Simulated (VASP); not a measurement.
A run of VASP 6.6.1 is set up as follows.

File INCAR:

```
SYSTEM = InSe5
PREC = Accurate ; ENCUT = 600
EDIFF = 1E-6 ; ISMEAR = 0
SIGMA = 0.1 ; LREAL = .FALSE.
LASPH = .TRUE. ; NELM = 100
ALGO = Normal ; ISIF = 3
LWAVE = .FALSE. ; LCHARG = .FALSE.
GGA = PE ; IBRION = 2
NSW = 100 ; EDIFFG = -0.01
```

File KPOINTS:

```
regular mesh
0
G
  6 6 10
  0 0 0
```

The input POSCAR:

```
InSe5
1.0
    7.1810013394      0.0000000000      0.0000000000
   -3.5905006697      6.2189295845      0.0000000000
    0.0000000000      0.0000000000      3.6590833505
In Se
1 5
Direct
    0.0000000000      0.0000000000      0.0000000000
    0.3333333333      0.6666666667      0.0000000000
    0.6666666667      0.3333333333      0.0000000000
    0.5000000000      0.0000000000      0.5000000000
    0.5000000000      0.5000000000      0.5000000000
    0.0000000000      0.5000000000      0.5000000000
```

Potentials or basis: VASP PAW PBE potentials, release 64 (In_d, Se).

Launch:

```console
$ cat potpaw_PBE.64/In_d/POTCAR potpaw_PBE.64/Se/POTCAR > POTCAR
$ mpirun -np 1 vasp_std > vasp.out
```

(1) Estimate the space group after relaxing (to 0.1 Å).

(2) What does it give for the relaxed volume?

Answers

(1) P6/mmm (No. 191).

(2) 27.13 Å³/atom.
